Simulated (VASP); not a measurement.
# Ge (I4_1/amd) in VASP: a series of runs

Ge is run at these levels: LDA; tasks: relaxation of cell and atoms, single point.

All numbers are computed with VASP 6.6.1; they aren't measurements. Logs are shortened: lines on timing, memory, paths and dates and some standing lists are left out, and cuts for length are marked.

**1. The cell of the first run**

The structure is tetragonal, space group I4_1/amd (No. 141). Conventional cell: a = 4.769 Å, b = 4.769 Å, c = 2.623 Å, α = 90.00°, β = 90.00°, γ = 90.00°. Ge (site symmetry -4m2) has 10 Ge at 2.47 to 3.09 Å within 3.3 Å.

**2. Relaxation of cell and atoms, LDA, target pressure 25 GPa, at which the enthalpy is minimised**

The input, INCAR:

```
SYSTEM = Ge
PREC = Accurate
ENCUT = 600
EDIFF = 1E-6
ISMEAR = -1
SIGMA = 0.05
LREAL = .FALSE.
LASPH = .TRUE.
NELM = 60
ALGO = Normal
ISIF = 3
LWAVE = .FALSE.
LCHARG = .FALSE.
GGA = CA
IBRION = 2
NSW = 60
EDIFFG = -0.005
PSTRESS = 250.0
```

The input, KPOINTS:

```
regular mesh
0
G
  16 16 16
  0 0 0
```

The input, POSCAR:

```
Ge
1.0
   -2.3845354620      2.3845354620      1.3114945041
    2.3845354620     -2.3845354620      1.3114945041
    2.3845354620      2.3845354620     -1.3114945041
Ge
2
Direct
   -0.3750000000     -0.1250000000     -0.2500000000
    0.3750000000      0.1250000000      0.2500000000
```

Potentials or basis: VASP PAW LDA potentials, release 64 (Ge_d).

Launch:

```sh
> cat potpaw_LDA.64/Ge_d/POTCAR > POTCAR
> mpirun -np 1 vasp_std > vasp.out
```

OUTCAR:

```text
SYSTEM = Ge
   PREC = Accurate
   ENCUT = 600
   EDIFF = 1E-6
   ISMEAR = -1
   LREAL = .FALSE.
   LASPH = .TRUE.
   NELM = 60
   ISIF = 3
   GGA = CA
   IBRION = 2
   NSW = 60
   EDIFFG = -0.005
   PSTRESS = 250.0

 ion  position               nearest neighbor table
   1  0.625  0.875  0.750-   2 2.47   2 2.47   2 2.47   2 2.47
   2  0.375  0.125  0.250-   1 2.47   1 2.47   1 2.47   1 2.47

  LATTYP: Found a body centered tetragonal cell.
 ALAT       =     4.7690709240
 C/A-ratio  =     0.5500000000

  Lattice vectors:

 A1 = (  -2.3845354620,   2.3845354620,   1.3114945041)
 A2 = (   2.3845354620,  -2.3845354620,   1.3114945041)
 A3 = (   2.3845354620,   2.3845354620,  -1.3114945041)

Analysis of symmetry for initial positions (statically):
=====================================================================
 Subroutine PRICEL returns:
 Original cell was already a primitive cell.

 Routine SETGRP: Setting up the symmetry group for a
 body centered tetragonal supercell.

 Subroutine GETGRP returns: Found 16 space group operations
 (whereof  4 operations were pure point group operations)
 out of a pool of 16 trial point group operations.

The static configuration has the point symmetry C_2h.
 The point group associated with its full space group is D_4h.

Analysis of symmetry for dynamics (positions and initial velocities):
=====================================================================
 Subroutine PRICEL returns:
 Original cell was already a primitive cell.

 Routine SETGRP: Setting up the symmetry group for a
 body centered tetragonal supercell.

 Subroutine GETGRP returns: Found 16 space group operations
 (whereof  4 operations were pure point group operations)
 out of a pool of 16 trial point group operations.

The dynamic configuration has the point symmetry C_2h.
 The point group associated with its full space group is D_4h.

 Subroutine INISYM returns: Found 16 space group operations
 (whereof  4 operations are pure point group operations),
 and found     1 'primitive' translations

----------------------------------------------------------------------------------------

                                     Primitive cell

  volume of cell :      29.8287

  direct lattice vectors                    reciprocal lattice vectors
    -2.384535462  2.384535462  1.311494504     0.000000000  0.209684447  0.381244449
     2.384535462 -2.384535462  1.311494504     0.209684447  0.000000000  0.381244449
     2.384535462  2.384535462 -1.311494504     0.209684447  0.209684447  0.000000000

  length of vectors
     3.618291941  3.618291941  3.618291941     0.435103318  0.435103318  0.296538589

  position of ions in fractional coordinates (direct lattice)
     0.625000000  0.875000000  0.750000000
     0.375000000  0.125000000  0.250000000

  ion indices of the primitive-cell ions
   primitive index   ion index
                 1           1
                 2           2

----------------------------------------------------------------------------------------

 KPOINTS: regular mesh

Automatic generation of k-mesh.
 Grid dimensions read from file:
 generate k-points for:   16   16   16

 Generating k-lattice:

  Cartesian coordinates                     Fractional coordinates (reciprocal lattice)
     0.000000000  0.013105278  0.023827778     0.062500000  0.000000000 -0.000000000
     0.013105278  0.000000000  0.023827778     0.000000000  0.062500000 -0.000000000
     0.013105278  0.013105278  0.000000000     0.000000000  0.000000000  0.062500000

  Length of vectors
     0.027193957  0.027193957  0.018533662

  Shift w.r.t. Gamma in fractional coordinates (k-lattice)
     0.000000000  0.000000000  0.000000000

 Subroutine IBZKPT returns following result:
 ===========================================

 Found    349 irreducible k-points:

 Following reciprocal coordinates:
            Coordinates               Weight
  0.000000  0.000000  0.000000      1.000000
  0.062500  0.000000  0.000000      8.000000
  0.125000  0.000000  0.000000      8.000000
  0.187500 -0.000000  0.000000      8.000000
  0.250000  0.000000  0.000000      8.000000
  0.312500 -0.000000  0.000000      8.000000
[... 16 lines left out ...]
 -0.125000  0.062500  0.000000     16.000000
 -0.062500  0.062500  0.000000      4.000000
 [... further k-points ...]
   k-points           NKPTS =    349   k-points in BZ     NKDIM =    349   number of bands    NBANDS=     18
   number of dos      NEDOS =    301   number of ions     NIONS =      2
   total plane-waves  NPLWV =  27000
   dimension x,y,z NGX =    30 NGY =   30 NGZ =   30
   dimension x,y,z NGXF=    60 NGYF=   60 NGZF=   60
   ions per type =               2
   NGX,Y,Z   is equivalent  to a cutoff of  13.78, 13.78, 13.78 a.u.
   NGXF,Y,Z  is equivalent  to a cutoff of  27.57, 27.57, 27.57 a.u.
 SYSTEM =  Ge
   PREC   = accura    normal or accurate (medium, high low for compatibility)
   ISTART =      0    job   : 0-new  1-cont  2-samecut
   ICHARG =      2    charge: 1-file 2-atom 10-const
   ISPIN  =      1    spin polarized calculation?
   LNONCOLLINEAR =      F non collinear calculations
   LSORBIT =      F    spin-orbit coupling
   LASPH  =      T    aspherical Exc in radial PAW
   ENCUT  =  600.0 eV  44.10 Ry    6.64 a.u.   7.23  7.23  7.23*2*pi/ulx,y,z
   NELM   =     60;   NELMIN=  2; NELMDL= -5     # of ELM steps
   EDIFF  = 0.1E-05   stopping-criterion for ELM
   LREAL  =      F    real-space projection
   EDIFFG = -.5E-02   stopping-criterion for IOM
   NSW    =     60    number of steps for IOM
   IBRION =      2    ionic relax: 0-MD 1-quasi-New 2-CG
   NFREE  =      1    steps in history (QN), initial steepest desc. (CG)
   ISIF   =      3    stress and relaxation
   ISYM   =      2    0-nonsym 1-usesym 2-fastsym
   POTIM  = 0.5000    time-step for ionic-motion
   TEBEG  =    0.0;   TEEND  =   0.0 temperature during run
   PSTRESS=  250.0 pullay stress
   NELECT =      28.0000    total number of electrons
   NUPDOWN=      -1.0000    fix difference up-down
   EMIN   =  10.00;   EMAX   =-10.00  energy-range for DOS
   EFERMI =   0.00;   METHOD = LEGACY
   ISMEAR =    -1;   SIGMA  =   0.05  broadening in eV -4-tet -1-fermi 0-gaus
   EFERMI_NEDOS =   21; number of points for ismear=-14 and -15
   IALGO  =     38    algorithm
   IMIX   =      4    mixing-type and parameters
     AMIX     =   0.40;   BMIX     =  1.00
     AMIX_MAG =   1.60;   BMIX_MAG =  1.00
  volume/ion in A,a.u.               =      14.91       100.65
  Fermi-wavevector in a.u.,A,eV,Ry     =   1.602936  3.029110 34.958858  2.569404
  Thomas-Fermi vector in A             =   2.699678
   LORBIT       =      0    0 simple, 1 ext, 2 COOP (PROOUT), +10 PAW based schemes
   GGA     = CA    functional components
   LHFCALC =     F    Hartree Fock is set to
   AEXX    =    0.0000 exact exchange contribution
   IVDW    =     0    specifies the selected vdW correction
   LEPSILON=     F    determine dielectric tensor
   LRPA    =     F    only Hartree local field effects (RPA)
 conjugate gradient relaxation of ions
 non-spin polarized calculation
  energy-cutoff  :      600.00
  volume of cell :       29.83
 maximum number of plane-waves:      1014
 NGX is ok and might be reduce to    30
   NGX = 15   NGY = 15   NGZ = 15

--------------------------------------- Ionic step        1  -------------------------------------------

 number of electron      27.9999992 magnetization

 Free energy of the ion-electron system (eV)
  ---------------------------------------------------
  ext. energy  EPLUGINS =         0.00000000
  ---------------------------------------------------
  free energy    TOTEN  =        -9.65246822 eV

  energy without entropy =       -9.64671702  energy(sigma->0) =       -9.64959262

------------------------ aborting loop because EDIFF is reached ----------------------------------------

  FORCE on cell =-STRESS in cart. coord.  units (eV):
  Direction    XX          YY          ZZ          XY          YZ          ZX
  --------------------------------------------------------------------------------------
  -------------------------------------------------------------------------------------
  Total        4.5074436      4.5074436      4.2046389     -0.0000000      0.0000000     -0.0000000
  in kB      242.1067198    242.1067198    225.8422802     -0.0000000      0.0000000     -0.0000000
  external PRESSURE =     -13.3147601 kB  Pullay stress =     250.0000000 kB
[... 93 lines left out ...]
  FREE ENERGIE OF THE ION-ELECTRON SYSTEM (eV)
  ---------------------------------------------------
  free  energy   TOTEN  =        -9.6159363061 eV

  energy  without entropy=       -9.6101815569  energy(sigma->0) =       -9.61305893

  enthalpy is  TOTEN    =        -4.9994013416 eV   P V=        4.6165349645

[... ionic steps 4 to 10 ...]

--------------------------------------- Ionic step       11  -------------------------------------------

 number of electron      27.9999989 magnetization

------------------------ aborting loop because EDIFF is reached ----------------------------------------

  FORCE on cell =-STRESS in cart. coord.  units (eV):
  Direction    XX          YY          ZZ          XY          YZ          ZX
  --------------------------------------------------------------------------------------
  -------------------------------------------------------------------------------------
  Total        4.6187382      4.6187382      4.6120405      0.0000000      0.0000000     -0.0000000
  in kB      249.6792785    249.6792785    249.3172150      0.0000000      0.0000000     -0.0000000
  external PRESSURE =      -0.4414093 kB  Pullay stress =     250.0000000 kB
[... 61 lines left out ...]
  enthalpy is  TOTEN    =        -5.0007339204 eV   P V=        4.6235283081

--------------------------------------- Ionic step       13  -------------------------------------------

 number of electron      27.9999989 magnetization

 Free energy of the ion-electron system (eV)
  ---------------------------------------------------
  ext. energy  EPLUGINS =         0.00000000
  ---------------------------------------------------
  free energy    TOTEN  =        -9.62475680 eV

  energy without entropy =       -9.61953423  energy(sigma->0) =       -9.62214551

 E-fermi :   9.3201     XC(G=0): -12.7959

 val. band max:        9.3194363096   @ k =  -0.3750  -0.4375   0.3750
 cond. band min:       9.3526247056   @ k =   0.4375   0.1875   0.0000
 fundamental gap:      0.0331883960
 Fermi energy:         9.3200928554

 k-point     1 :       0.0000    0.0000    0.0000
  band No.  band energies     occupation
      1     -15.8965      2.00000
      2     -15.8083      2.00000
      3     -15.7787      2.00000
      4     -15.7624      2.00000
      5     -15.5489      2.00000
      6     -15.5489      2.00000
[... 10 lines left out ...]
     17      18.3509      0.00000
     18      19.3503      0.00000
[... 466 lines left out ...]
      2     -15.8091      2.00000
      3     -15.7748      2.00000
      4     -15.7644      2.00000
      5     -15.5506      2.00000
      6     -15.5471      2.00000
[... 10 lines left out ...]
     17      18.0414      0.00000
     18      19.5820      0.00000

 [... further k-points ...]
[... 5 lines left out ...]
  --------------------------------------------------------------------------------------
  -------------------------------------------------------------------------------------
  Total        4.6178823      4.6178823      4.6165891      0.0000000      0.0000000     -0.0000000
  in kB      249.6679976    249.6679976    249.5980822      0.0000000      0.0000000     -0.0000000
  external PRESSURE =      -0.3553075 kB  Pullay stress =     250.0000000 kB
[... 17 lines left out ...]
  FREE ENERGIE OF THE ION-ELECTRON SYSTEM (eV)
  ---------------------------------------------------
  free  energy   TOTEN  =        -9.6247567952 eV

  energy  without entropy=       -9.6195342329  energy(sigma->0) =       -9.62214551

  enthalpy is  TOTEN    =        -5.0007337597 eV   P V=        4.6240230355

 reached required accuracy - stopping structural energy minimisation
```

Run time: 12 min. Hardware: 1 thread of AMD EPYC 9R45 (Zen 5), shared host; peak memory 0.28 GiB.

Results:

* Free energy: -9.6248 eV
* Relaxed volume: 14.82 Å³/atom
* Relaxed cell: a = 3.623 Å, b = 3.623 Å, c = 3.623 Å, α = 97.33°, β = 97.33°, γ = 138.15°
* Space group after relaxing (to 0.1 Å): I4_1/amd (No. 141)
* Energy change on relaxing (the run minimises the enthalpy): +13.9 meV/atom
* Ionic steps: 13
* Pressure after relaxing: 25.0 GPa
* Band gap on the k mesh: zero (bands 14 and 15 overlap by 6.74 eV)

Step by step:
| step | energy change (eV) | largest force (eV/Å) | pressure (GPa) | volume (Å³) |
| --- | --- | --- | --- | --- |
| 1 | 0.0000 | 0.0000 | 23.67 | 29.83 |
| 2 | 0.0834 | 0.0000 | 26.99 | 29.30 |
| 3 | 0.0365 | 0.0000 | 25.41 | 29.59 |
| 4 | 0.0328 | 0.0000 | 25.28 | 29.60 |
| 5 | 0.0301 | 0.0000 | 25.16 | 29.62 |
| 6 | 0.0302 | 0.0000 | 25.10 | 29.62 |
| 7 | 0.0243 | 0.0000 | 24.70 | 29.66 |
| 8 | 0.0290 | 0.0000 | 25.12 | 29.63 |
| 9 | 0.0278 | 0.0000 | 25.02 | 29.63 |
| 10 | 0.0268 | 0.0000 | 24.89 | 29.64 |
| 11 | 0.0271 | 0.0000 | 24.96 | 29.64 |
| 12 | 0.0282 | 0.0000 | 25.05 | 29.63 |
| 13 | 0.0277 | 0.0000 | 24.96 | 29.63 |

Final structure:
```cif
data_structure
_symmetry_space_group_name_H-M 'P 1'
_symmetry_Int_Tables_number 1
_cell_length_a 3.6230
_cell_length_b 3.6230
_cell_length_c 3.6230
_cell_angle_alpha 97.327
_cell_angle_beta 97.327
_cell_angle_gamma 138.155
_cell_volume 29.63
loop_
_atom_site_label
_atom_site_type_symbol
_atom_site_fract_x
_atom_site_fract_y
_atom_site_fract_z
_atom_site_occupancy
Ge1 Ge 0.62500 0.87500 0.75000 1
Ge2 Ge 0.37500 0.12500 0.25000 1
```

Caveat: the cell is relaxed towards a set pressure, so the run minimises the enthalpy, not the energy.

**3. Single point, LDA**

This run uses another cell than the first one, of 14.78 Å³/atom.

The input, INCAR:

```
PREC     = Accurate       # precision mode
ENCUT    = 520            # plane-wave cutoff, eV
EDIFF    = 1E-7           # SCF threshold, eV
ISMEAR   = -1             # smearing method
SIGMA    = 0.05           # smearing width, eV
LREAL    = False          # projectors in reciprocal space
LASPH    = True           # aspherical terms in the spheres
NELM     = 60             # most SCF steps
ALGO     = Normal         # electronic algorithm
ISIF     = 2              # what is computed and relaxed
LWAVE    = False          # write WAVECAR
LCHARG   = False          # write CHGCAR
NBANDS   = 21             # bands
```

The input, KPOINTS:

```
Automatic mesh
0
Gamma
  16 16 16
```

The input, POSCAR:

```
Ge
1.0
   -2.3908586273      2.3908586273      1.2929171264
    2.3908586273     -2.3908586273      1.2929171264
    2.3908586273      2.3908586273     -1.2929171264
Ge
2
Direct
   -0.3750000000     -0.1250000000     -0.2500000000
    0.3750000000      0.1250000000      0.2500000000
```

Potentials or basis: VASP PAW LDA potentials, release 64 (Ge_d).

Launch:

```sh
> cat potpaw_LDA.64/Ge_d/POTCAR > POTCAR
> mpirun -np 1 vasp_std > vasp.out
```

OUTCAR:

```text
PREC = Accurate
   ENCUT = 520
   EDIFF = 1E-7
   ISMEAR = -1
   LREAL = False
   LASPH = True
   NELM = 60
   ISIF = 2

 ion  position               nearest neighbor table
   1  0.625  0.875  0.750-   2 2.48   2 2.48   2 2.48   2 2.48
   2  0.375  0.125  0.250-   1 2.48   1 2.48   1 2.48   1 2.48

  LATTYP: Found a body centered tetragonal cell.
 ALAT       =     4.7817172546
 C/A-ratio  =     0.5407752310

  Lattice vectors:

 A1 = (  -2.3908586273,   2.3908586273,   1.2929171264)
[... 762 lines left out ...]

------------------------ aborting loop because EDIFF is reached ----------------------------------------

  FORCE on cell =-STRESS in cart. coord.  units (eV):
  Direction    XX          YY          ZZ          XY          YZ          ZX
  --------------------------------------------------------------------------------------
  -------------------------------------------------------------------------------------
  Total        4.6806955      4.6806955      4.6735606      0.0000000      0.0000000      0.0000000
  in kB      253.6778192    253.6778192    253.2911313      0.0000000      0.0000000      0.0000000
  external PRESSURE =     253.5489233 kB  Pullay stress =       0.0000000 kB

 VOLUME and BASIS-vectors are now :
 -----------------------------------------------------------------------------
  energy-cutoff  :      520.00
  volume of cell :       29.56
      direct lattice vectors                 reciprocal lattice vectors
    -2.390858627  2.390858627  1.292917126     0.000000000  0.209129889  0.386722389
     2.390858627 -2.390858627  1.292917126     0.209129889  0.000000000  0.386722389
     2.390858627  2.390858627 -1.292917126     0.209129889  0.209129889  0.000000000

 POSITION                                       TOTAL-FORCE (eV/Angst)
 -----------------------------------------------------------------------------------
      2.39086      1.19543      0.96969        -0.000000      0.000000     -0.000000
      0.00000      1.19543      0.32323         0.000000     -0.000000      0.000000
 -----------------------------------------------------------------------------------
    total drift:                                0.000000      0.000000     -0.000000

  FREE ENERGIE OF THE ION-ELECTRON SYSTEM (eV)
  ---------------------------------------------------
  free  energy   TOTEN  =        -9.6133262565 eV

  energy  without entropy=       -9.6080847131  energy(sigma->0) =       -9.61070548
```

stdout:

```text
POSCAR found type information on POSCAR Ge
 POSCAR found :  1 types and       2 ions
 scaLAPACK will be used
 LDA part: xc-table for (Slater(with rela. corr.)+CA(PZ))
 , standard interpolation
 POSCAR, INCAR and KPOINTS ok, starting setup
 FFT: planning ... GRIDC
 FFT: planning ... GRID_SOFT
 FFT: planning ... GRID
 WAVECAR not read
 entering main loop
```

Wall time 4 min (1 thread of Intel Xeon 8259CL, shared host); peak memory 0.27 GiB.

What came out:

```
Free energy            : -9.6133 eV
Pressure               : 25.4 GPa
Band gap on the k mesh : zero (bands 14 and 15 overlap by 6.76 eV)
```

Levels at points of the mesh, in eV from the Fermi level:
```tsv
k point	band 12	band 13	band 14	band 15	band 16	band 17
(0.00, 0.00, 0.00)	-3.43	-3.11	-3.11	2.77	9.05	9.05
(0.50, 0.00, 0.00)	-7.60	-2.66	-2.32	-1.86	2.13	4.31
(0.50, 0.50, 0.00)	-12.22	0.47	0.47	2.38	2.38	8.99
(0.50, 0.50, 0.50)	-9.77	-7.57	-7.57	7.23	7.23	13.68
```

Caveat: the cell stands under pressure.

[end of part 1 of 2]
